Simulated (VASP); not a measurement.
# P (P6_3/mmc) in VASP: single point with PBE

Aim: the single point of P with PBE.

Program: VASP 6.6.1. These are calculated values, not measurements. Logs are shortened: lines on timing, memory, paths and dates and some standing lists are left out, and cuts for length are marked.

## (1) The cell of the first run

Symmetry: P6_3/mmc, No. 194, hexagonal system. Conventional cell: a = 2.062 Å, b = 2.062 Å, c = 3.393 Å, α = 90.00°, β = 90.00°, γ = 120.00°. P (site symmetry -6m2) has 12 P at 2.06 to 2.07 Å within 2.7 Å.

This isn't the form of P at room conditions, which is orthorhombic.

## (2) Single point, PBE (6.24 Å³/atom)

POSCAR reads:

```
P
1.0
    2.0615769313      0.0000000000      0.0000000000
   -1.0307884657      1.7853779944      0.0000000000
    0.0000000000      0.0000000000      3.3930963022
P
2
Direct
    0.3333333333      0.6666666667      0.2500000000
    0.6666666667      0.3333333333      0.7500000000
```

INCAR.step1 reads:

```
PREC     = Accurate       # precision mode
ENCUT    = 520            # plane-wave cutoff, eV
EDIFF    = 1E-7           # SCF threshold, eV
ISMEAR   = -1             # smearing method
SIGMA    = 0.05           # smearing width, eV
LREAL    = F              # projectors in reciprocal space
LASPH    = T              # aspherical terms in the spheres
NELM     = 60             # most SCF steps
ALGO     = Normal         # electronic algorithm
ISIF     = 2              # what is computed and relaxed
LWAVE    = F              # write WAVECAR
LCHARG   = T              # write CHGCAR
GGA      = PE             # functional
NBANDS   = 12             # bands
```

KPOINTS.step1 reads:

```
Automatic mesh
0
Gamma
  17 17 10
```

INCAR.step2 reads:

```
PREC     = Accurate       # precision mode
ENCUT    = 520            # plane-wave cutoff, eV
EDIFF    = 1E-7           # SCF threshold, eV
ISMEAR   = -5             # smearing method
SIGMA    = 0.05           # smearing width, eV
LREAL    = F              # projectors in reciprocal space
LASPH    = T              # aspherical terms in the spheres
NELM     = 60             # most SCF steps
ALGO     = Normal         # electronic algorithm
ISIF     = 2              # what is computed and relaxed
LWAVE    = F              # write WAVECAR
LCHARG   = F              # write CHGCAR
GGA      = PE             # functional
LORBIT   = 11             # projections on sites
NBANDS   = 12             # bands
NEDOS    = 1001           # points of the DOS
ICHARG   = 11             # starting density
```

KPOINTS.step2 reads:

```
Automatic mesh
0
Gamma
  26 26 15
```

Potentials or basis: VASP PAW PBE potentials, release 64 (P).

On the command line:

```
$ cat potpaw_PBE.64/P/POTCAR > POTCAR
$ cp INCAR.step1 INCAR
$ cp KPOINTS.step1 KPOINTS
$ mpirun -np 1 vasp_std > vasp.out
$ cp INCAR.step2 INCAR
$ cp KPOINTS.step2 KPOINTS
$ mpirun -np 1 vasp_std > vasp.out
```

OUTCAR:

```text
PREC = Accurate
   ENCUT = 520
   EDIFF = 1E-7
   ISMEAR = -5
   LREAL = F
   LASPH = T
   NELM = 60
   ISIF = 2
   GGA = PE
   LORBIT = 11
   ICHARG = 11

 ion  position               nearest neighbor table
   1  0.333  0.667  0.250-   2 2.07   2 2.07   2 2.07   2 2.07   2 2.07   2 2.07   2 2.92   2 2.92
                             2 2.92   2 2.92   2 2.92   2 2.92
   2  0.667  0.333  0.750-   1 2.07   1 2.07   1 2.07   1 2.07   1 2.07   1 2.07   1 2.92   1 2.92
                             1 2.92   1 2.92   1 2.92   1 2.92

  LATTYP: Found a hexagonal cell.
 ALAT       =     2.0615769313
 C/A-ratio  =     1.6458742095

  Lattice vectors:

 A1 = (   2.0615769313,   0.0000000000,   0.0000000000)
 A2 = (  -1.0307884657,   1.7853779944,   0.0000000000)
 A3 = (   0.0000000000,   0.0000000000,   3.3930963022)

Analysis of symmetry for initial positions (statically):
=====================================================================
 Subroutine PRICEL returns:
 Original cell was already a primitive cell.

 Routine SETGRP: Setting up the symmetry group for a
 hexagonal supercell.

 Subroutine GETGRP returns: Found 24 space group operations
 (whereof 12 operations were pure point group operations)
 out of a pool of 24 trial point group operations.

The static configuration has the point symmetry D_3d.
 The point group associated with its full space group is D_6h.

Analysis of symmetry for dynamics (positions and initial velocities):
=====================================================================
 Subroutine PRICEL returns:
 Original cell was already a primitive cell.

 Routine SETGRP: Setting up the symmetry group for a
 hexagonal supercell.

 Subroutine GETGRP returns: Found 24 space group operations
 (whereof 12 operations were pure point group operations)
 out of a pool of 24 trial point group operations.

The dynamic configuration has the point symmetry D_3d.
 The point group associated with its full space group is D_6h.

 Subroutine INISYM returns: Found 24 space group operations
 (whereof 12 operations are pure point group operations),
 and found     1 'primitive' translations

----------------------------------------------------------------------------------------

                                     Primitive cell

  volume of cell :      12.4889

  direct lattice vectors                    reciprocal lattice vectors
     2.061576931  0.000000000  0.000000000     0.485065575  0.280052740  0.000000000
    -1.030788466  1.785377994  0.000000000     0.000000000  0.560105481  0.000000000
     0.000000000  0.000000000  3.393096302     0.000000000  0.000000000  0.294716068

  length of vectors
     2.061576931  2.061576931  3.393096302     0.560105481  0.560105481  0.294716068

  position of ions in fractional coordinates (direct lattice)
     0.333333333  0.666666667  0.250000000
     0.666666667  0.333333333  0.750000000

  ion indices of the primitive-cell ions
   primitive index   ion index
                 1           1
                 2           2

----------------------------------------------------------------------------------------

 KPOINTS: Automatic mesh

Automatic generation of k-mesh.
 Grid dimensions read from file:
 generate k-points for:   26   26   15

 Generating k-lattice:

  Cartesian coordinates                     Fractional coordinates (reciprocal lattice)
     0.018656368  0.010771259  0.000000000     0.038461538  0.000000000  0.000000000
     0.000000000  0.021542518  0.000000000     0.000000000  0.038461538  0.000000000
     0.000000000  0.000000000  0.019647738     0.000000000  0.000000000  0.066666667

  Length of vectors
     0.021542518  0.021542518  0.019647738

  Shift w.r.t. Gamma in fractional coordinates (k-lattice)
     0.000000000  0.000000000  0.000000000

 TETIRR: Found   9997 inequivalent tetrahedra from    60840

 Subroutine IBZKPT returns following result:
 ===========================================

 Found    560 irreducible k-points:

 Following reciprocal coordinates:
            Coordinates               Weight
  0.000000  0.000000  0.000000      1.000000
  0.038462  0.000000  0.000000      6.000000
  0.076923  0.000000  0.000000      6.000000
  0.115385  0.000000  0.000000      6.000000
  0.153846  0.000000  0.000000      6.000000
  0.192308  0.000000  0.000000      6.000000
[... 16 lines left out ...]
  0.346154  0.038462  0.000000     12.000000
  0.384615  0.038462  0.000000     12.000000
 [... further k-points ...]
   k-points           NKPTS =    560   k-points in BZ     NKDIM =    560   number of bands    NBANDS=     12
   number of dos      NEDOS =   1001   number of ions     NIONS =      2
   total plane-waves  NPLWV =   7168
   dimension x,y,z NGX =    16 NGY =   16 NGZ =   28
   dimension x,y,z NGXF=    32 NGYF=   32 NGZF=   56
   ions per type =               2
   NGX,Y,Z   is equivalent  to a cutoff of  12.90, 12.90, 13.72 a.u.
   NGXF,Y,Z  is equivalent  to a cutoff of  25.80, 25.80, 27.44 a.u.
 SYSTEM =  unknown system
   PREC   = accura    normal or accurate (medium, high low for compatibility)
   ISTART =      0    job   : 0-new  1-cont  2-samecut
   ICHARG =     11    charge: 1-file 2-atom 10-const
   ISPIN  =      1    spin polarized calculation?
   LNONCOLLINEAR =      F non collinear calculations
   LSORBIT =      F    spin-orbit coupling
   LASPH  =      T    aspherical Exc in radial PAW
   ENCUT  =  520.0 eV  38.22 Ry    6.18 a.u.   3.83  3.83  6.31*2*pi/ulx,y,z
   NELM   =     60;   NELMIN=  2; NELMDL=  0     # of ELM steps
   EDIFF  = 0.1E-06   stopping-criterion for ELM
   LREAL  =      F    real-space projection
   EDIFFG = 0.1E-05   stopping-criterion for IOM
   NSW    =      0    number of steps for IOM
   IBRION =     -1    ionic relax: 0-MD 1-quasi-New 2-CG
   NFREE  =      0    steps in history (QN), initial steepest desc. (CG)
   ISIF   =      2    stress and relaxation
   ISYM   =      2    0-nonsym 1-usesym 2-fastsym
   POTIM  = 0.5000    time-step for ionic-motion
   TEBEG  =    0.0;   TEEND  =   0.0 temperature during run
   PSTRESS=    0.0 pullay stress
   NELECT =      10.0000    total number of electrons
   NUPDOWN=      -1.0000    fix difference up-down
   EMIN   =  10.00;   EMAX   =-10.00  energy-range for DOS
   EFERMI =   0.00;   METHOD = LEGACY
   ISMEAR =    -5;   SIGMA  =   0.05  broadening in eV -4-tet -1-fermi 0-gaus
   EFERMI_NEDOS =   21; number of points for ismear=-14 and -15
   IALGO  =     38    algorithm
   IMIX   =      4    mixing-type and parameters
     AMIX     =   0.40;   BMIX     =  1.00
     AMIX_MAG =   1.60;   BMIX_MAG =  1.00
  volume/ion in A,a.u.               =       6.24        42.14
  Fermi-wavevector in a.u.,A,eV,Ry     =   1.520196  2.872754 31.442999  2.310995
  Thomas-Fermi vector in A             =   2.629079
   LORBIT       =     11    0 simple, 1 ext, 2 COOP (PROOUT), +10 PAW based schemes
   GGA     = PE    functional components
   LHFCALC =     F    Hartree Fock is set to
   AEXX    =    0.0000 exact exchange contribution
   IVDW    =     0    specifies the selected vdW correction
   LEPSILON=     F    determine dielectric tensor
   LRPA    =     F    only Hartree local field effects (RPA)
 non-spin polarized calculation
 Fermi weights with tetrahedron method with Bloechl corrections
  energy-cutoff  :      520.00
  volume of cell :       12.49
 maximum number of plane-waves:       347
 NGX is ok and might be reduce to    16

 number of electron      10.0000002 magnetization

 Free energy of the ion-electron system (eV)
  ---------------------------------------------------
  ext. energy  EPLUGINS =         0.00000000
  ---------------------------------------------------
  free energy    TOTEN  =         0.77648849 eV

  energy without entropy =        0.77648849  energy(sigma->0) =        0.77648849

 E-fermi :  26.7040     XC(G=0): -15.4802

 val. band max:       26.7784628702   @ k =   0.3077   0.0385   0.0667
 cond. band min:      26.6095740702   @ k =   0.2692   0.2692   0.2000
 fundamental gap:     -0.1688888000
 Fermi energy:        26.7040229488

 k-point     1 :       0.0000    0.0000    0.0000
  band No.  band energies     occupation
      1      -1.7985      2.00000
      2       9.4130      2.00000
      3      10.9068      2.00000
      4      37.9409      0.00000
      5      37.9409      0.00000
      6      38.0725      0.00000
      7      38.0725      0.00000
      8      39.1834      0.00000
      9      45.3443      0.00000
     10      45.5778      0.00000
     11      46.7149      0.00000
     12      46.7484      0.00000

 k-point     2 :       0.0385    0.0000    0.0000
  band No.  band energies     occupation
      1      -1.7328      2.00000
      2       9.4734      2.00000
      3      10.9676      2.00000
      4      35.9826      0.00000
      5      36.6778      0.00000
      6      38.2581      0.00000
      7      39.4237      0.00000
      8      40.0550      0.00000
      9      45.2644      0.00000
     10      45.9194      0.00000
     11      45.9998      0.00000
     12      46.5822      0.00000

 k-point     3 :       0.0769    0.0000    0.0000
  band No.  band energies     occupation
      1      -1.5358      2.00000
      2       9.6545      2.00000
      3      11.1491      2.00000
      4      33.5189      0.00000
      5      35.4531      0.00000
      6      37.5289      0.00000
      7      40.7562      0.00000
      8      40.8835      0.00000
      9      43.6356      0.00000
     10      44.9929      0.00000
     11      45.5046      0.00000
     12      45.7356      0.00000
[... 286 lines left out ...]
 k-point    23 :       0.3462    0.0385    0.0000
  band No.  band energies     occupation
      1       4.0692      2.00000
      2      14.2119      2.00000
      3      14.9209      2.00000
      4      18.0194      2.00000
      5      26.1430      1.96791
      6      26.2168      1.31572
      7      29.5370      0.00000
      8      35.3434      0.00000
      9      38.3293      0.00000
     10      39.7263      0.00000
     11      44.2165      0.00000
     12      45.8678      0.00000

 k-point    24 :       0.3846    0.0385    0.0000
  band No.  band energies     occupation
      1       5.3271      2.00000
      2      12.9542      2.00000
      3      16.1287      2.00000
      4      18.4561      2.00000
      5      24.1968      2.00000
      6      24.8360      2.06125
      7      28.9939      0.00000
      8      34.9278      0.00000
      9      37.9435      0.00000
     10      39.4801      0.00000
     11      44.1315      0.00000
     12      45.5463      0.00000

 [... further k-points ...]
[... 5 lines left out ...]
  --------------------------------------------------------------------------------------
  -------------------------------------------------------------------------------------
  Total       30.0521244     30.0521244     30.5018266     -0.0000000     -0.0000000      0.0000000
  in kB     3855.3148507   3855.3148509   3913.0060625     -0.0000001     -0.0000000      0.0000000
  external PRESSURE =    3874.5452547 kB  Pullay stress =       0.0000000 kB

 VOLUME and BASIS-vectors are now :
 -----------------------------------------------------------------------------
  energy-cutoff  :      520.00
  volume of cell :       12.49
      direct lattice vectors                 reciprocal lattice vectors
     2.061576931  0.000000000  0.000000000     0.485065575  0.280052740  0.000000000
    -1.030788466  1.785377994  0.000000000     0.000000000  0.560105481  0.000000000
     0.000000000  0.000000000  3.393096302     0.000000000  0.000000000  0.294716068

 POSITION                                       TOTAL-FORCE (eV/Angst)
 -----------------------------------------------------------------------------------
     -0.00000      1.19025      0.84827         0.000000     -0.000000     -0.000000
      1.03079      0.59513      2.54482        -0.000000      0.000000      0.000000
 -----------------------------------------------------------------------------------
    total drift:                               -0.000000      0.000000     -0.000000

  FREE ENERGIE OF THE ION-ELECTRON SYSTEM (eV)
  ---------------------------------------------------
  free  energy   TOTEN  =         0.7764884888 eV

  energy  without entropy=        0.7764884888  energy(sigma->0) =        0.77648849

 total charge

# of ion       s       p       d       tot
------------------------------------------
    1        1.046   1.766   0.000   2.812
    2        1.046   1.766   0.000   2.812
--------------------------------------------------
tot          2.091   3.532   0.000   5.624
```

It took 32 s on 1 thread of Intel Xeon Platinum 8488C (Sapphire Rapids), shared host; peak memory 0.19 GiB.

Results:

| Quantity | Value |
| --- | --- |
| Valence electrons inside the program's atomic spheres | P 2.81 |

Caveat: tetrahedron occupations give inexact forces and stress in metals.
